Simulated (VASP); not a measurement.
# ZnS (P6_3/mmc) in VASP: notebook, part 2 of 2

VASP 6.6.1. The steps go on from the part before.

## Step 3: Single point, PBE (19.94 Å³/atom)

This run uses another cell than the first one, of 19.94 Å³/atom.

The input, INCAR:

```
SYSTEM = ZnS
PREC = Accurate
ENCUT = 520
EDIFF = 1E-7
ISMEAR = 0
SIGMA = 0.01
LREAL = .False.
LASPH = .True.
NELM = 60
ALGO = Normal
ISIF = 2
LWAVE = .False.
LCHARG = .False.
GGA = PE
NBANDS = 26
```

The input, KPOINTS:

```
regular mesh
0
Gamma
  6 6 4
  0 0 0
```

The input, POSCAR:

```
ZnS
1.0
    3.9341436045      0.0000000000      0.0000000000
   -1.9670718022      3.4070683036      0.0000000000
    0.0000000000      0.0000000000      5.9504166792
Zn S
2 2
Direct
    0.3333333333      0.6666666667      0.2500000000
    0.6666666667      0.3333333333      0.7500000000
    0.6666666667      0.3333333333      0.2500000000
    0.3333333333      0.6666666667      0.7500000000
```

Potentials or basis: VASP PAW PBE potentials, release 64 (Zn, S).

Run with:

```console
cat potpaw_PBE.64/Zn/POTCAR potpaw_PBE.64/S/POTCAR > POTCAR
mpirun -np 1 vasp_std > vasp.out
```

Run time: 81 s. Hardware: 1 thread of Intel Xeon 8259CL, shared host; peak memory 0.21 GiB.

The run converged. Its results:

```yaml
Free_energy: -13.0099 eV
Pressure: 2.4 GPa
Band_gap_on_the_k_mesh: 1.57 eV
```

Stress tensor (GPa, compression positive):
```
3.03 0.00 0.00
0.00 3.03 0.00
0.00 0.00 1.05
```

Levels at points of the mesh, in eV from the valence-band top:
```
           k point  band 16  band 17  band 18  band 19  band 20  band 21
(0.00, 0.00, 0.00)    -0.40    -0.40     0.00     1.57     2.01     5.78
(0.50, 0.00, 0.00)    -2.47    -1.65    -1.07     2.67     4.09     5.42
(0.00, 0.00, 0.50)    -0.77    -0.77    -0.77     2.70     2.70     6.09
(0.50, 0.00, 0.50)    -2.19    -0.75    -0.75     3.65     3.65     4.44
```

## Step 4: Single point, PBE

This run uses another cell than the first one, of 20.56 Å³/atom.

The input, INCAR:

```
  PREC = Accurate
  ENCUT = 520
  EDIFF = 1E-7
  ISMEAR = 0
  SIGMA = 0.01
  LREAL = F
  LASPH = T
  NELM = 80
  ALGO = Normal
  ISIF = 2
  LWAVE = F
  LCHARG = F
  GGA = PE
  NBANDS = 26
```

The input, KPOINTS:

```
regular mesh
0
Gamma
  6 6 4
```

The input, POSCAR:

```
ZnS
1.0
    3.9742906998      0.0000000000      0.0000000000
   -1.9871453499      3.4418367081      0.0000000000
    0.0000000000      0.0000000000      6.0111394107
Zn S
2 2
Direct
    0.3333333333      0.6666666667      0.2500000000
    0.6666666667      0.3333333333      0.7500000000
    0.6666666667      0.3333333333      0.2500000000
    0.3333333333      0.6666666667      0.7500000000
```

Run with:

```console
cat potpaw_PBE.64/Zn/POTCAR potpaw_PBE.64/S/POTCAR > POTCAR
mpirun -np 1 vasp_std > vasp.out
```

Run time: 66 s. Hardware: 1 thread of Intel Xeon 8259CL, shared host; peak memory 0.21 GiB.

Results (log left out):

| Property | Result |
| --- | --- |
| Free energy | -13.0293 eV |
| Pressure | 0.2 GPa |
| Band gap on the k mesh | 1.47 eV |

Stress tensor (GPa, compression positive):
```
0.24 0.00 0.00
0.00 0.24 0.00
0.00 0.00 0.01
```

Levels at points of the mesh, in eV from the valence-band top:
```
           k point  band 15  band 16  band 17  band 18  band 19  band 20  band 21  band 22
(0.00, 0.00, 0.00)    -1.12    -0.44    -0.44     0.00     1.47     1.83     5.77     5.77
(0.50, 0.00, 0.00)    -2.60    -2.37    -1.62    -1.02     2.66     3.97     5.41     7.60
(0.00, 0.00, 0.50)    -0.79    -0.79    -0.79    -0.79     2.56     2.56     6.08     6.08
(0.50, 0.00, 0.50)    -2.14    -2.14    -0.73    -0.73     3.58     3.58     4.45     4.45
```

A k mesh can miss the band edges.

## Step 5: Single point, PBE (21.17 Å³/atom)

This run uses another cell than the first one, of 21.17 Å³/atom.

The input, INCAR:

```
  PREC = Accurate
  ENCUT = 520
  EDIFF = 1E-7
  ISMEAR = 0
  SIGMA = 0.01
  LREAL = False
  LASPH = True
  NELM = 80
  ALGO = Normal
  ISIF = 2
  LWAVE = False
  LCHARG = False
  GGA = PE
  NBANDS = 26
```

The input, KPOINTS:

```
Automatic mesh
0
Gamma
  6 6 4
```

The input, POSCAR:

```
ZnS
1.0
    4.0136426719      0.0000000000      0.0000000000
   -2.0068213360      3.4759165156      0.0000000000
    0.0000000000      0.0000000000      6.0706595134
Zn S
2 2
Direct
    0.3333333333      0.6666666667      0.2500000000
    0.6666666667      0.3333333333      0.7500000000
    0.6666666667      0.3333333333      0.2500000000
    0.3333333333      0.6666666667      0.7500000000
```

Potentials or basis: VASP PAW PBE potentials, release 64 (Zn, S).

Run with:

```console
cat potpaw_PBE.64/Zn/POTCAR potpaw_PBE.64/S/POTCAR > POTCAR
mpirun -np 1 vasp_std > vasp.out
```

OUTCAR:

```text
PREC = Accurate
   ENCUT = 520
   EDIFF = 1E-7
   ISMEAR = 0
   LREAL = False
   LASPH = True
   NELM = 80
   ISIF = 2
   GGA = PE

 ion  position               nearest neighbor table
   1  0.333  0.667  0.250-   3 2.32   3 2.32   3 2.32
   2  0.667  0.333  0.750-   4 2.32   4 2.32   4 2.32
   3  0.667  0.333  0.250-   1 2.32   1 2.32   1 2.32
   4  0.333  0.667  0.750-   2 2.32   2 2.32   2 2.32

  LATTYP: Found a hexagonal cell.
 ALAT       =     4.0136426719
 C/A-ratio  =     1.5125062218

[... 800 lines left out ...]

  FORCE on cell =-STRESS in cart. coord.  units (eV):
  Direction    XX          YY          ZZ          XY          YZ          ZX
  --------------------------------------------------------------------------------------
  -------------------------------------------------------------------------------------
  Total       -1.1331376     -1.1331376     -0.4607200      0.0000000      0.0000000      0.0000000
  in kB      -21.4362745    -21.4362745     -8.7157291      0.0000000      0.0000000      0.0000000
  external PRESSURE =     -17.1960927 kB  Pullay stress =       0.0000000 kB

 VOLUME and BASIS-vectors are now :
 -----------------------------------------------------------------------------
  energy-cutoff  :      520.00
  volume of cell :       84.69
      direct lattice vectors                 reciprocal lattice vectors
     4.013642672  0.000000000  0.000000000     0.249150231  0.143846953  0.000000000
    -2.006821336  3.475916516  0.000000000     0.000000000  0.287693906  0.000000000
     0.000000000  0.000000000  6.070659513     0.000000000  0.000000000  0.164726748

 POSITION                                       TOTAL-FORCE (eV/Angst)
 -----------------------------------------------------------------------------------
     -0.00000      2.31728      1.51766        -0.000000     -0.000000      0.000000
      2.00682      1.15864      4.55299        -0.000000      0.000000      0.000000
      2.00682      1.15864      1.51766        -0.000000      0.000000      0.000000
     -0.00000      2.31728      4.55299         0.000000      0.000000      0.000000
 -----------------------------------------------------------------------------------
    total drift:                               -0.000000      0.000000     -0.000000

  FREE ENERGIE OF THE ION-ELECTRON SYSTEM (eV)
  ---------------------------------------------------
  free  energy   TOTEN  =       -13.0173498214 eV

  energy  without entropy=      -13.0173498214  energy(sigma->0) =      -13.01734982
```

stdout:

```text
POSCAR found type information on POSCAR ZnS
 POSCAR found :  2 types and       4 ions
 scaLAPACK will be used
 LDA part: xc-table for (Slater+PW92), standard interpolation
 POSCAR, INCAR and KPOINTS ok, starting setup
 FFT: planning ... GRIDC
 FFT: planning ... GRID_SOFT
 FFT: planning ... GRID
 WAVECAR not read
 entering main loop
```

Wall time 63 s (1 thread of Intel Xeon 8259CL, shared host); peak memory 0.21 GiB.

What came out:

| Property | Result |
| --- | --- |
| Free energy | -13.0173 eV |
| Pressure | -1.7 GPa |
| Band gap on the k mesh | 1.37 eV |

Stress tensor (GPa, compression positive):
```
-2.14  0.00  0.00
 0.00 -2.14  0.00
 0.00  0.00 -0.87
```

A k mesh can miss the band edges.

## Step 6: The runs side by side

| cell | gap on the mesh (eV) | pressure (GPa) |
| --- | --- | --- |
| a = 3.893, b = 3.893, c = 5.888 Å, angles 90.0, 90.0, 120.0°, 4 atoms | 1.67 | 5.0 |
| a = 3.934, b = 3.934, c = 5.950 Å, angles 90.0, 90.0, 120.0°, 4 atoms | 1.57 | 2.4 |
| a = 3.974, b = 3.974, c = 6.011 Å, angles 90.0, 90.0, 120.0°, 4 atoms | 1.47 | 0.2 |
| a = 4.014, b = 4.014, c = 6.071 Å, angles 90.0, 90.0, 120.0°, 4 atoms | 1.37 | -1.7 |

Alike in all rows: task single point; level PBE; potentials or basis VASP PAW PBE potentials, release 64 (Zn, S); no spin polarisation; k mesh 6 × 6 × 4; cutoff (eV) 520; smearing gaussian 0.01 eV.

Caveats: the cell stands under pressure (at least some runs).

Absolute energies hang on the potentials; compare differences alone.
